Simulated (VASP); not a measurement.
# HPbNO4 (P2_1/m) in VASP: settings compared, part 2 of 2

VASP 6.6.1. The steps go on from the part before.

## Step 4: Single point, PBEsol+D3(BJ)

This run uses another cell than the first one, of 13.69 Å³/atom, 0.963 times its volume.

Contents of INCAR:

```
ALGO     = Normal         # electronic algorithm
EDIFF    = 1E-6           # SCF threshold, eV
ENCUT    = 520            # plane-wave cutoff, eV
GGA      = PS             # functional
ISIF     = 2              # what is computed and relaxed
ISMEAR   = -1             # smearing method
IVDW     = 12             # dispersion correction
LASPH    = T              # aspherical terms in the spheres
LCHARG   = T              # write CHGCAR
LELF     = T              # ELF
LREAL    = F              # projectors in reciprocal space
LVHAR    = T            
LWAVE    = F              # write WAVECAR
NBANDS   = 57             # bands
NELM     = 80             # most SCF steps
PREC     = Accurate       # precision mode
SIGMA    = 0.05           # smearing width, eV
```

Contents of KPOINTS:

```
k-points
0
Gamma
  3 5 3
```

Contents of POSCAR:

```
HPbNO4
1.0
    6.7390349498      0.0000000000     -0.0529093925
    0.0000000000      4.0478755747      0.0000000000
   -3.3879294747      0.0000000000      7.0547682031
H Pb N O
2 2 2 8
Direct
    0.2231103775      0.7500000000      0.5204542013
    0.7768896225      0.2500000000      0.4795457987
    0.2941823956      0.2500000000      0.2827671055
    0.7058176044      0.7500000000      0.7172328945
    0.2292559015      0.7500000000      0.8401861834
    0.7707440985      0.2500000000      0.1598138166
    0.3274404455      0.7500000000      0.4614409316
    0.4265767985      0.7500000000      0.8757635445
    0.1700215814      0.7500000000      0.9724014664
    0.0803389081      0.7500000000      0.6686850976
    0.6725595545      0.2500000000      0.5385590684
    0.5734232015      0.2500000000      0.1242364555
    0.8299784186      0.2500000000      0.0275985336
    0.9196610919      0.2500000000      0.3313149024
```

Potentials or basis: VASP PAW PBE potentials, release 64 (H, Pb_d, N, O).

Launch:

```console
$ cat potpaw_PBE.64/H/POTCAR potpaw_PBE.64/Pb_d/POTCAR potpaw_PBE.64/N/POTCAR potpaw_PBE.64/O/POTCAR > POTCAR
$ mpirun -np 1 vasp_std > vasp.out
```

OUTCAR:

```text
EDIFF = 1E-6
   ENCUT = 520
   GGA = PS
   ISIF = 2
   ISMEAR = -1
   IVDW = 12
   LASPH = T
   LREAL = F
   NELM = 80
   PREC = Accurate
 IVDW          = 12

 ion  position               nearest neighbor table
   1  0.223  0.750  0.520-   7 1.00
   2  0.777  0.250  0.480-  11 1.00
[... 1123 lines left out ...]

 VOLUME and BASIS-vectors are now :
 -----------------------------------------------------------------------------
  energy-cutoff  :      520.00
  volume of cell :      191.72
      direct lattice vectors                 reciprocal lattice vectors
     6.739034950  0.000000000 -0.052909392     0.148950802  0.000000000  0.071531027
     0.000000000  4.047875575  0.000000000     0.000000000  0.247043167  0.000000000
    -3.387929475  0.000000000  7.054768203     0.001117102  0.000000000  0.142284570

 POSITION                                       TOTAL-FORCE (eV/Angst)
 -----------------------------------------------------------------------------------
     -0.25971      3.03591      3.65988        -0.106482     -0.000000      0.045074
      3.61082      1.01197      3.34198         0.106482     -0.000000     -0.045074
      1.02451      1.01197      1.97929         0.010037     -0.000000     -0.017451
      2.32660      3.03591      5.02257        -0.010037      0.000000      0.017451
     -1.30153      3.03591      5.91519        -0.137864     -0.000000     -0.028184
      4.65263      1.01197      1.08667         0.137864     -0.000000      0.028184
      0.64330      3.03591      3.23803         0.079048      0.000000     -0.037396
     -0.09231      3.03591      6.15574         0.595198     -0.000000      0.103901
     -2.14865      3.03591      6.85107        -0.304608     -0.000000      0.333913
     -1.72405      3.03591      4.71317        -0.131236      0.000000     -0.406222
      2.70780      1.01197      3.76382        -0.079048     -0.000000      0.037396
      3.44341      1.01197      0.84612        -0.595198     -0.000000     -0.103901
      5.49975      1.01197      0.15079         0.304608     -0.000000     -0.333913
      5.07516      1.01197      2.28869         0.131236     -0.000000      0.406222
 -----------------------------------------------------------------------------------
    total drift:                                0.000000      0.000000      0.000000

  FREE ENERGIE OF THE ION-ELECTRON SYSTEM (eV)
  ---------------------------------------------------
  free  energy   TOTEN  =       -86.0023162570 eV

  energy  without entropy=      -86.0023162570  energy(sigma->0) =      -86.00231626
```

It took 2.9 min on 1 thread of Intel Xeon Platinum 8259CL at 2.50GHz (Skylake/Cascade Lake), shared host; peak memory 0.36 GiB.

What came out:

```
Free energy                : -86.0023 eV
Pressure                   : 0.8 GPa
Largest force              : 0.604 eV/Å
Band gap on the k mesh     : 2.92 eV, indirect (least direct gap 3.06 eV)
Dispersion energy per atom : -0.086 eV
```

Forces in eV/Å, atoms in the order of the input:
```
H   -0.106  0.000  0.045
H    0.106  0.000 -0.045
Pb   0.010  0.000 -0.017
Pb  -0.010  0.000  0.017
N   -0.138  0.000 -0.028
N    0.138  0.000  0.028
O    0.079  0.000 -0.037
O    0.595  0.000  0.104
O   -0.305  0.000  0.334
O   -0.131  0.000 -0.406
O   -0.079  0.000  0.037
O   -0.595  0.000 -0.104
O    0.305  0.000 -0.334
O    0.131  0.000  0.406
```

Stress tensor (GPa, compression positive):
```
 1.63  0.00 -0.03
 0.00 -0.25  0.00
-0.03  0.00  1.14
```

Caveat: the standard files for N, O and F lose accuracy on very short bonds; the PAW data sets were made with another functional, which shifts forces and pressure a little; spin-orbit coupling is left out, which moves the levels of the heavy elements. A k mesh can miss the band edges.

## Step 5: The runs side by side

| level | cell | gap on the mesh (eV) | pressure (GPa) | largest force (eV/Å) |
| --- | --- | --- | --- | --- |
| r2SCAN | a = 6.815, b = 4.108, c = 7.967 Å, angles 90.0, 116.8, 90.0°, 14 atoms | 3.47 | 1.0 | 0.69 |
| PBEsol | a = 6.733, b = 4.135, c = 7.855 Å, angles 90.0, 115.6, 90.0°, 14 atoms | 2.97 | 0.8 | 0.59 |
| PBEsol+D3(BJ) | a = 6.739, b = 4.048, c = 7.826 Å, angles 90.0, 116.1, 90.0°, 14 atoms | 2.92 | 0.8 | 0.60 |

Alike in all rows: task single point; potentials or basis VASP PAW PBE potentials, release 64 (H, Pb_d, N, O); no spin polarisation; k mesh 3 × 5 × 3; cutoff (eV) 520; smearing fermi-dirac 0.05 eV.

Caveats: the standard files for N, O and F lose accuracy on very short bonds; the PAW data sets were made with another functional, which shifts forces and pressure a little; spin-orbit coupling is left out, which moves the levels of the heavy elements.

Absolute energies hang on the potentials; compare differences alone.
